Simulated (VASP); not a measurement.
A run of VASP 6.6.1:

File INCAR:

```
SYSTEM = MgO
PREC = Accurate ; ENCUT = 520
EDIFF = 1E-6 ; ISMEAR = 0
SIGMA = 0.05 ; LREAL = .False.
LASPH = .True. ; NELM = 60
ALGO = Normal ; ISIF = 2
LWAVE = .False. ; LCHARG = .False.
GGA = PS ; NBANDS = 16
```

KPOINTS

```
regular mesh
0
Gamma
  9 9 6
  0 0 0
```

File POSCAR:

```
MgO
1.0
    3.5347000000      0.0000000000      0.0000000000
   -1.7673500000      3.0611399948      0.0000000000
    0.0000000000      0.0000000000      4.7182000000
Mg O
2 2
Direct
    0.3333333333      0.6666666667      0.0036583380
    0.6666666667      0.3333333333      0.5036583380
    0.3333333333      0.6666666667      0.4009416620
    0.6666666667      0.3333333333      0.9009416620
```

Potentials or basis: VASP PAW PBE potentials, release 64 (Mg, O).

Run with:

```sh
$ cat potpaw_PBE.64/Mg/POTCAR potpaw_PBE.64/O/POTCAR > POTCAR
$ mpirun -np 1 vasp_std > vasp.out
```

Hardware: 1 thread of Intel(R) Xeon(R) Platinum 8259CL CPU @ 2.50GHz (Skylake/Cascade Lake), on a shared host.

Q: Estimate the wall time of this run.

A: It took 42 s on 1 thread of Intel(R) Xeon(R) Platinum 8259CL CPU @ 2.50GHz (Skylake/Cascade Lake) (shared host), peak memory 0.19 GiB. Counts: scf iterations 13, k points 48.
